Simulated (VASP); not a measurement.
Write the native input for VASP 6.6.1 that does the following.

- Task: single point
- Functional: PBE
- Potentials or basis: VASP PAW PBE potentials, release 64 (In_d, As)
- Cutoff: 520 eV
- k mesh: 16 × 16 × 16
- Occupations: gaussian, width 0.15 eV
- Spin: no spin polarisation
- Dipole correction: no
- Further INCAR settings: ALGO = Normal; EDIFF = 1e-07; NBANDS = 16

The structure of InAs lies in POSCAR:

```
InAs
1.0
    0.0000000000      3.0469789630      3.0469789630
    3.0469789630      0.0000000000      3.0469789630
    3.0469789630      3.0469789630      0.0000000000
In As
1 1
Direct
    0.0000000000      0.0000000000      0.0000000000
    0.7500000000      0.7500000000      0.7500000000
```

This cell differs from its parent crystal: strain -0.015 along x and y, -0.015 along z.

One way to write it, as run:

INCAR

```
PREC     = Accurate       # precision mode
ENCUT    = 520            # plane-wave cutoff, eV
EDIFF    = 1E-7           # SCF threshold, eV
ISMEAR   = 0              # smearing method
SIGMA    = 0.15           # smearing width, eV
LREAL    = F              # projectors in reciprocal space
LASPH    = T              # aspherical terms in the spheres
NELM     = 80             # most SCF steps
ALGO     = Normal         # electronic algorithm
ISIF     = 2              # what is computed and relaxed
LWAVE    = F              # write WAVECAR
LCHARG   = F              # write CHGCAR
GGA      = PE             # functional
NBANDS   = 16             # bands
```

KPOINTS

```
Automatic mesh
0
Gamma
  16 16 16
```

Potentials or basis: VASP PAW PBE potentials, release 64 (In_d, As).

Command:

```console
$ cat potpaw_PBE.64/In_d/POTCAR potpaw_PBE.64/As/POTCAR > POTCAR
$ mpirun -np 1 vasp_std > vasp.out
```

It gave:

```yaml
Pressure: 2.5 GPa
Band_gap_on_the_k_mesh: zero (filled and empty bands touch)
```

Caveat: the cell differs from its parent crystal (strain -0.015 along x and y, -0.015 along z); spin-orbit coupling is left out, which moves the levels of the heavy elements.

It took 40 s on 1 thread of Intel(R) Xeon(R) 6975P-C (Granite Rapids), on a shared host, peak memory 0.27 GiB.
